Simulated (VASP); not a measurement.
# Sn (Fd-3m) in VASP: a series of runs

Sn is run at these levels: r2SCAN+D3(BJ); tasks: single point.

All numbers are computed with VASP 6.6.1; they aren't measurements. Logs are shortened: lines on timing, memory, paths and dates and some standing lists are left out, and cuts for length are marked.

**1. The cell of the first run**

The structure is cubic, space group Fd-3m (No. 227). The conventional cell has a = 6.467 Å, b = 6.467 Å, c = 6.467 Å, α = 90.00°, β = 90.00°, γ = 90.00°. Sn (site symmetry -43m) has 4 Sn at 2.80 Å within 3.7 Å.

**2. Single point, r2SCAN+D3(BJ)**

POSCAR reads:

```
Sn
1.0
    0.0000000000      3.2333428000      3.2333428000
    3.2333428000      0.0000000000      3.2333428000
    3.2333428000      3.2333428000      0.0000000000
Sn
2
Direct
    0.7500000000      0.7500000000      0.7500000000
    0.5000000000      0.5000000000      0.5000000000
```

INCAR.step1 reads:

```
SYSTEM = Sn
PREC = Accurate
ENCUT = 520
ISMEAR = -1
SIGMA = 0.05
LREAL = .False.
LASPH = .True.
NELM = 60
NBANDS = 21
GGA = PE
ALGO = Normal
EDIFF = 1E-4
LWAVE = .True.
LCHARG = .False.
```

INCAR.step2 reads:

```
SYSTEM = Sn
PREC = Accurate
ENCUT = 520
EDIFF = 1E-6
ISMEAR = -1
SIGMA = 0.05
LREAL = .False.
LASPH = .True.
NELM = 60
ALGO = Normal
ISIF = 2
LWAVE = .False.
LCHARG = .False.
METAGGA = R2SCAN
LMIXTAU = .True.
IVDW = 12
VDW_S6 = 1.0
VDW_S8 = 0.78981345
VDW_A1 = 0.49484001
VDW_A2 = 5.73083694
NBANDS = 21
ISTART = 1
```

KPOINTS reads:

```
regular mesh
0
Gamma
  7 7 7
  0 0 0
```

Potentials or basis: VASP PAW PBE potentials, release 64 (Sn_d).

On the command line:

```console
cat potpaw_PBE.64/Sn_d/POTCAR > POTCAR
cp INCAR.step1 INCAR
mpirun -np 1 vasp_std > vasp.out
cp INCAR.step2 INCAR
mpirun -np 1 vasp_std > vasp.out
```

OUTCAR:

```text
SYSTEM = Sn
   PREC = Accurate
   ENCUT = 520
   EDIFF = 1E-6
   ISMEAR = -1
   LREAL = .False.
   LASPH = .True.
   NELM = 60
   ISIF = 2
   METAGGA = R2SCAN
   IVDW = 12
   ISTART = 1
 IVDW          = 12

 ion  position               nearest neighbor table
   1  0.750  0.750  0.750-   2 2.80   2 2.80   2 2.80   2 2.80
   2  0.500  0.500  0.500-   1 2.80   1 2.80   1 2.80   1 2.80

  LATTYP: Found a face centered cubic cell.
 ALAT       =     6.4666856000

  Lattice vectors:

 A1 = (   0.0000000000,   3.2333428000,   3.2333428000)
 A2 = (   3.2333428000,   0.0000000000,   3.2333428000)
 A3 = (   3.2333428000,   3.2333428000,   0.0000000000)

Analysis of symmetry for initial positions (statically):
=====================================================================
 Subroutine PRICEL returns:
 Original cell was already a primitive cell.

 Routine SETGRP: Setting up the symmetry group for a
 face centered cubic supercell.

 Subroutine GETGRP returns: Found 48 space group operations
 (whereof 24 operations were pure point group operations)
 out of a pool of 48 trial point group operations.

The static configuration has the point symmetry T_d .
 The point group associated with its full space group is O_h .

Analysis of symmetry for dynamics (positions and initial velocities):
=====================================================================
 Subroutine PRICEL returns:
 Original cell was already a primitive cell.

 Routine SETGRP: Setting up the symmetry group for a
 face centered cubic supercell.

 Subroutine GETGRP returns: Found 48 space group operations
 (whereof 24 operations were pure point group operations)
 out of a pool of 48 trial point group operations.

The dynamic configuration has the point symmetry T_d .
 The point group associated with its full space group is O_h .

 Subroutine INISYM returns: Found 48 space group operations
 (whereof 24 operations are pure point group operations),
 and found     1 'primitive' translations

----------------------------------------------------------------------------------------

                                     Primitive cell

  volume of cell :      67.6060

  direct lattice vectors                    reciprocal lattice vectors
     0.000000000  3.233342800  3.233342800    -0.154638723  0.154638723  0.154638723
     3.233342800  0.000000000  3.233342800     0.154638723 -0.154638723  0.154638723
     3.233342800  3.233342800  0.000000000     0.154638723  0.154638723 -0.154638723

  length of vectors
     4.572637240  4.572637240  4.572637240     0.267842124  0.267842124  0.267842124

  position of ions in fractional coordinates (direct lattice)
     0.750000000  0.750000000  0.750000000
     0.500000000  0.500000000  0.500000000

  ion indices of the primitive-cell ions
   primitive index   ion index
                 1           1
                 2           2

----------------------------------------------------------------------------------------

 KPOINTS: regular mesh

Automatic generation of k-mesh.
 Grid dimensions read from file:
 generate k-points for:    7    7    7

 Generating k-lattice:

  Cartesian coordinates                     Fractional coordinates (reciprocal lattice)
    -0.022091246  0.022091246  0.022091246     0.142857143  0.000000000  0.000000000
     0.022091246 -0.022091246  0.022091246     0.000000000  0.142857143  0.000000000
     0.022091246  0.022091246 -0.022091246     0.000000000  0.000000000  0.142857143

  Length of vectors
     0.038263161  0.038263161  0.038263161

  Shift w.r.t. Gamma in fractional coordinates (k-lattice)
     0.000000000  0.000000000  0.000000000

 Subroutine IBZKPT returns following result:
 ===========================================

 Found     20 irreducible k-points:

 Following reciprocal coordinates:
            Coordinates               Weight
  0.000000  0.000000  0.000000      1.000000
  0.142857  0.000000  0.000000      8.000000
  0.285714  0.000000  0.000000      8.000000
  0.428571  0.000000  0.000000      8.000000
  0.142857  0.142857  0.000000      6.000000
  0.285714  0.142857  0.000000     24.000000
[... 12 lines left out ...]
 -0.428571  0.428571  0.142857     24.000000
 -0.285714  0.428571  0.142857     24.000000
   k-points           NKPTS =     20   k-points in BZ     NKDIM =     20   number of bands    NBANDS=     21
   number of dos      NEDOS =    301   number of ions     NIONS =      2
   total plane-waves  NPLWV =  46656
   dimension x,y,z NGX =    36 NGY =   36 NGZ =   36
   dimension x,y,z NGXF=    72 NGYF=   72 NGZF=   72
   ions per type =               2
   NGX,Y,Z   is equivalent  to a cutoff of  13.09, 13.09, 13.09 a.u.
   NGXF,Y,Z  is equivalent  to a cutoff of  26.18, 26.18, 26.18 a.u.
 SYSTEM =  Sn
   PREC   = accura    normal or accurate (medium, high low for compatibility)
   ISTART =      1    job   : 0-new  1-cont  2-samecut
   ICHARG =      0    charge: 1-file 2-atom 10-const
   ISPIN  =      1    spin polarized calculation?
   LNONCOLLINEAR =      F non collinear calculations
   LSORBIT =      F    spin-orbit coupling
   LASPH  =      T    aspherical Exc in radial PAW
   ENCUT  =  520.0 eV  38.22 Ry    6.18 a.u.   8.50  8.50  8.50*2*pi/ulx,y,z
   NELM   =     60;   NELMIN=  2; NELMDL=  0     # of ELM steps
   EDIFF  = 0.1E-05   stopping-criterion for ELM
   LREAL  =      F    real-space projection
   EDIFFG = 0.1E-04   stopping-criterion for IOM
   NSW    =      0    number of steps for IOM
   IBRION =     -1    ionic relax: 0-MD 1-quasi-New 2-CG
   NFREE  =      0    steps in history (QN), initial steepest desc. (CG)
   ISIF   =      2    stress and relaxation
   ISYM   =      2    0-nonsym 1-usesym 2-fastsym
   POTIM  = 0.5000    time-step for ionic-motion
   TEBEG  =    0.0;   TEEND  =   0.0 temperature during run
   PSTRESS=    0.0 pullay stress
   NELECT =      28.0000    total number of electrons
   NUPDOWN=      -1.0000    fix difference up-down
   EMIN   =  10.00;   EMAX   =-10.00  energy-range for DOS
   EFERMI =   0.00;   METHOD = LEGACY
   ISMEAR =    -1;   SIGMA  =   0.05  broadening in eV -4-tet -1-fermi 0-gaus
   EFERMI_NEDOS =   21; number of points for ismear=-14 and -15
   IALGO  =     38    algorithm
   IMIX   =      4    mixing-type and parameters
     AMIX     =   0.40;   BMIX     =  1.00
     AMIX_MAG =   1.60;   BMIX_MAG =  1.00
  volume/ion in A,a.u.               =      33.80       228.11
  Fermi-wavevector in a.u.,A,eV,Ry     =   1.220298  2.306028 20.260793  1.489126
  Thomas-Fermi vector in A             =   2.355520
   LORBIT       =      0    0 simple, 1 ext, 2 COOP (PROOUT), +10 PAW based schemes
   METAGGA = R2SCAN    functional components
   LHFCALC =     F    Hartree Fock is set to
   AEXX    =    0.0000 exact exchange contribution
   IVDW    =    12    specifies the selected vdW correction
   LEPSILON=     F    determine dielectric tensor
   LRPA    =     F    only Hartree local field effects (RPA)
 non-spin polarized calculation
  energy-cutoff  :      520.00
  volume of cell :       67.61
 maximum number of plane-waves:      1841
 NGX is ok and might be reduce to    36
   NGX = 17   NGY = 17   NGZ = 17

 number of electron      28.0000008 magnetization

 Free energy of the ion-electron system (eV)
  ---------------------------------------------------
  ext. energy  EPLUGINS =         0.00000000
  ---------------------------------------------------
  free energy    TOTEN  =       -49.45871849 eV

  energy without entropy =      -49.45778594  energy(sigma->0) =      -49.45825221

 E-fermi :   5.7208     XC(G=0):  -9.6407

 val. band max:        5.7027552782   @ k =   0.0000   0.0000   0.0000
 cond. band min:       5.8948261688   @ k =   0.4286   0.0000   0.0000
 fundamental gap:      0.1920708907
 Fermi energy:         5.7208196550

 k-point     1 :       0.0000    0.0000    0.0000
  band No.  band energies     occupation
      1     -16.7273      2.00000
      2     -16.7273      2.00000
      3     -16.7273      2.00000
      4     -16.6592      2.00000
      5     -16.6592      2.00000
      6     -16.3259      2.00000
[... 13 lines left out ...]
     20      13.9804      0.00000
     21      13.9804      0.00000

 k-point     2 :       0.1429    0.0000    0.0000
  band No.  band energies     occupation
      1     -16.7416      2.00000
      2     -16.7416      2.00000
      3     -16.7222      2.00000
      4     -16.6385      2.00000
      5     -16.6385      2.00000
      6     -16.3484      2.00000
[... 13 lines left out ...]
     20      13.0188      0.00000
     21      13.0188      0.00000

 k-point     3 :       0.2857    0.0000    0.0000
  band No.  band energies     occupation
      1     -16.7586      2.00000
      2     -16.7586      2.00000
      3     -16.7105      2.00000
      4     -16.6090      2.00000
      5     -16.6090      2.00000
      6     -16.3714      2.00000
[... 13 lines left out ...]
     20      13.0451      0.00000
     21      13.0451      0.00000

 k-point     4 :       0.4286    0.0000    0.0000
  band No.  band energies     occupation
      1     -16.7661      2.00000
      2     -16.7661      2.00000
      3     -16.7006      2.00000
      4     -16.5942      2.00000
      5     -16.5942      2.00000
      6     -16.3807      2.00000
[... 13 lines left out ...]
     20      14.3984      0.00000
     21      14.3984      0.00000

 k-point     5 :       0.1429    0.1429    0.0000
  band No.  band energies     occupation
      1     -16.7393      2.00000
      2     -16.7393      2.00000
      3     -16.7367      2.00000
      4     -16.6412      2.00000
      5     -16.6159      2.00000
      6     -16.3916      2.00000
[... 13 lines left out ...]
     20      12.3557      0.00000
     21      14.2214      0.00000

 k-point     6 :       0.2857    0.1429    0.0000
  band No.  band energies     occupation
      1     -16.7653      2.00000
      2     -16.7543      2.00000
      3     -16.7160      2.00000
      4     -16.6149      2.00000
      5     -16.5802      2.00000
      6     -16.4285      2.00000
[... 13 lines left out ...]
     20      13.4842      0.00000
     21      14.0596      0.00000

 k-point     7 :       0.4286    0.1429    0.0000
  band No.  band energies     occupation
      1     -16.7842      2.00000
      2     -16.7670      2.00000
      3     -16.6861      2.00000
      4     -16.5879      2.00000
      5     -16.5650      2.00000
      6     -16.4363      2.00000
[... 13 lines left out ...]
     20      14.6004      0.00000
     21      15.0313      0.00000
[... 195 lines left out ...]
      1     -16.7968      2.00000
      2     -16.7836      2.00000
      3     -16.6358      2.00000
      4     -16.5995      2.00000
      5     -16.4857      2.00000
      6     -16.4758      2.00000
[... 13 lines left out ...]
     20      15.1740      0.00000
     21      16.6163      0.00000

 k-point    17 :       0.4286    0.2857    0.1429
  band No.  band energies     occupation
      1     -16.7789      2.00000
      2     -16.7771      2.00000
      3     -16.6847      2.00000
      4     -16.5894      2.00000
      5     -16.5420      2.00000
      6     -16.4675      2.00000
[... 13 lines left out ...]
     20      14.4770      0.00000
     21      15.1817      0.00000

 k-point    18 :      -0.4286    0.2857    0.1429
  band No.  band energies     occupation
      1     -16.7998      2.00000
      2     -16.7840      2.00000
      3     -16.6457      2.00000
      4     -16.5606      2.00000
      5     -16.5258      2.00000
      6     -16.4769      2.00000
[... 13 lines left out ...]
     20      14.5672      0.00000
     21      15.3059      0.00000

 k-point    19 :      -0.4286    0.4286    0.1429
  band No.  band energies     occupation
      1     -16.7950      2.00000
      2     -16.7925      2.00000
      3     -16.6370      2.00000
      4     -16.5599      2.00000
      5     -16.5222      2.00000
      6     -16.4610      2.00000
[... 13 lines left out ...]
     20      15.2203      0.00000
     21      16.5606      0.00000

 k-point    20 :      -0.2857    0.4286    0.1429
  band No.  band energies     occupation
      1     -16.8075      2.00000
      2     -16.7935      2.00000
      3     -16.6107      2.00000
      4     -16.5356      2.00000
      5     -16.5114      2.00000
      6     -16.4758      2.00000
[... 13 lines left out ...]
     20      14.8904      0.00000
     21      16.7989      0.00000

------------------------ aborting loop because EDIFF is reached ----------------------------------------

 Edisp (eV)   -0.29552

 E8    (eV) :    -0.1149

  FORCE on cell =-STRESS in cart. coord.  units (eV):
  Direction    XX          YY          ZZ          XY          YZ          ZX
  --------------------------------------------------------------------------------------
  -------------------------------------------------------------------------------------
  Total       0.63620     0.63620     0.63620     0.00000     0.00000    -0.00000
  in kB      15.07712    15.07712    15.07712     0.00000     0.00000    -0.00000
  external pressure =       15.08 kB  Pullay stress =        0.00 kB

 VOLUME and BASIS-vectors are now :
 -----------------------------------------------------------------------------
  energy-cutoff  :      520.00
  volume of cell :       67.61
      direct lattice vectors                 reciprocal lattice vectors
     0.000000000  3.233342800  3.233342800    -0.154638723  0.154638723  0.154638723
     3.233342800  0.000000000  3.233342800     0.154638723 -0.154638723  0.154638723
     3.233342800  3.233342800  0.000000000     0.154638723  0.154638723 -0.154638723

 POSITION                                       TOTAL-FORCE (eV/Angst)
 -----------------------------------------------------------------------------------
      4.85001      4.85001      4.85001         0.000000      0.000000      0.000000
      3.23334      3.23334      3.23334        -0.000000     -0.000000     -0.000000
 -----------------------------------------------------------------------------------
    total drift:                                0.000000      0.000000      0.000000

  FREE ENERGIE OF THE ION-ELECTRON SYSTEM (eV)
  ---------------------------------------------------
  free  energy   TOTEN  =       -49.7542412648 eV

  energy  without entropy=      -49.7533087127  energy(sigma->0) =      -49.75377499
```

Run time: 88 s. Hardware: 1 thread of AMD EPYC 7R13 (Zen 3), shared host; peak memory 0.19 GiB.

Results:

```
Free energy                : -49.7542 eV
Pressure                   : 1.5 GPa
Band gap on the k mesh     : zero (filled and empty bands touch)
Dispersion energy per atom : -0.148 eV
```

Caveat: the PAW data sets were made with another functional, which shifts forces and pressure a little; spin-orbit coupling is left out, which moves the levels of the heavy elements; pairwise dispersion overbinds metals, which lowers pressure and volume.

**3. Single point, r2SCAN+D3(BJ)**

This run uses another cell than the first one, of 34.48 Å³/atom, 1.020 times its volume.

POSCAR reads:

```
Sn
1.0
    0.0000000000      3.2547562903      3.2547562903
    3.2547562903      0.0000000000      3.2547562903
    3.2547562903      3.2547562903      0.0000000000
Sn
2
Direct
    0.7500000000      0.7500000000      0.7500000000
    0.5000000000      0.5000000000      0.5000000000
```

INCAR.step1 reads:

```
SYSTEM = Sn
ALGO = Normal ; EDIFF = 1E-4
ENCUT = 520 ; GGA = PE
ISMEAR = -1 ; LASPH = .True.
LCHARG = .False. ; LREAL = .False.
LWAVE = .True. ; NBANDS = 21
NELM = 80 ; PREC = Accurate
SIGMA = 0.05
```

INCAR.step2 reads:

```
SYSTEM = Sn
ALGO = Normal ; EDIFF = 1E-6
ENCUT = 520 ; ISIF = 2
ISMEAR = -1 ; ISTART = 1
IVDW = 12 ; LASPH = .True.
LCHARG = .True. ; LELF = .True.
LMIXTAU = .True. ; LREAL = .False.
LVHAR = .True. ; LWAVE = .False.
METAGGA = R2SCAN ; NBANDS = 21
NELM = 80 ; PREC = Accurate
SIGMA = 0.05 ; VDW_A1 = 0.49484001
VDW_A2 = 5.73083694 ; VDW_S6 = 1.0
VDW_S8 = 0.78981345
```

KPOINTS reads:

```
k-points
0
Gamma
  7 7 7
  0 0 0
```

Potentials or basis: VASP PAW PBE potentials, release 64 (Sn_d).

On the command line:

```console
cat potpaw_PBE.64/Sn_d/POTCAR > POTCAR
cp INCAR.step1 INCAR
mpirun -np 1 vasp_std > vasp.out
cp INCAR.step2 INCAR
mpirun -np 1 vasp_std > vasp.out
```

Wall time 1.8 min (1 thread of AMD EPYC 7R13 (Zen 3), shared host); peak memory 0.19 GiB.

The run converged. Its results:

| Property | Result |
| --- | --- |
| Free energy | -49.7634 eV |
| Pressure | 0.5 GPa |
| Band gap on the k mesh | zero (filled and empty bands touch) |
| Dispersion energy per atom | -0.145 eV |

Levels at points of the mesh, in eV from the Fermi level:
```
           k point  band 10  band 11  band 12  band 13  band 14  band 15  band 16  band 17  band 18  band 19
(0.00, 0.00, 0.00)   -21.99   -11.08    -0.44     0.00     0.00     0.00     2.21     2.21     2.21     5.38
```

Caveat: the PAW data sets were made with another functional, which shifts forces and pressure a little; spin-orbit coupling is left out, which moves the levels of the heavy elements; pairwise dispersion overbinds metals, which lowers pressure and volume.

**4. Single point, r2SCAN+D3(BJ)**

This run uses another cell than the first one, of 35.16 Å³/atom, 1.040 times its volume.

POSCAR reads:

```
Sn
1.0
    0.0000000000      3.2758916636      3.2758916636
    3.2758916636      0.0000000000      3.2758916636
    3.2758916636      3.2758916636      0.0000000000
Sn
2
Direct
    0.7500000000      0.7500000000      0.7500000000
    0.5000000000      0.5000000000      0.5000000000
```

INCAR.step1 reads:

```
SYSTEM = Sn
ALGO = Normal
EDIFF = 1E-4
ENCUT = 520
GGA = PE
ISMEAR = -1
LASPH = .TRUE.
LCHARG = .FALSE.
LREAL = .FALSE.
LWAVE = .TRUE.
NBANDS = 21
NELM = 80
PREC = Accurate
SIGMA = 0.05
```

INCAR.step2 reads:

```
SYSTEM = Sn
ALGO = Normal
EDIFF = 1E-6
ENCUT = 520
ISIF = 2
ISMEAR = -1
ISTART = 1
IVDW = 12
LASPH = .TRUE.
LCHARG = .FALSE.
LMIXTAU = .TRUE.
LREAL = .FALSE.
LWAVE = .FALSE.
METAGGA = R2SCAN
NBANDS = 21
NELM = 80
PREC = Accurate
SIGMA = 0.05
VDW_A1 = 0.49484001
VDW_A2 = 5.73083694
VDW_S6 = 1.0
VDW_S8 = 0.78981345
```

KPOINTS reads:

```
k-points
0
G
  7 7 7
  0 0 0
```

On the command line:

```console
cat potpaw_PBE.64/Sn_d/POTCAR > POTCAR
cp INCAR.step1 INCAR
mpirun -np 1 vasp_std > vasp.out
cp INCAR.step2 INCAR
mpirun -np 1 vasp_std > vasp.out
```

Run time: 1.8 min. Hardware: 1 thread of AMD EPYC 7R13 (Zen 3), shared host; peak memory 0.19 GiB.

The run converged. Its results:

* Free energy: -49.7648 eV
* Pressure: -0.3 GPa
* Band gap on the k mesh: zero (filled and empty bands touch)
* Dispersion energy per atom: -0.142 eV

Levels at points of the mesh, in eV from the Fermi level:
| k point | band 11 | band 12 | band 13 | band 14 | band 15 | band 16 | band 17 | band 18 |
| --- | --- | --- | --- | --- | --- | --- | --- | --- |
| (0.00, 0.00, 0.00) | -10.93 | -0.56 | 0.01 | 0.01 | 0.01 | 2.23 | 2.23 | 2.23 |

Caveat: the PAW data sets were made with another functional, which shifts forces and pressure a little; spin-orbit coupling is left out, which moves the levels of the heavy elements; pairwise dispersion overbinds metals, which lowers pressure and volume.

**5. Summary**

```tsv
cell	gap on the mesh (eV)	pressure (GPa)
a = 4.573 Å, angles 60.0°, 2 atoms	none	1.5
a = 4.603 Å, angles 60.0°, 2 atoms	none	0.5
a = 4.633 Å, angles 60.0°, 2 atoms	none	-0.3
```

Alike in all rows: task single point; level r2SCAN+D3(BJ); potentials or basis VASP PAW PBE potentials, release 64 (Sn_d); no spin polarisation; k mesh 7 × 7 × 7; cutoff (eV) 520; smearing fermi-dirac 0.05 eV.

Caveats: the PAW data sets were made with another functional, which shifts forces and pressure a little; spin-orbit coupling is left out, which moves the levels of the heavy elements; pairwise dispersion overbinds metals, which lowers pressure and volume.

Absolute energies hang on the potentials; compare differences alone.
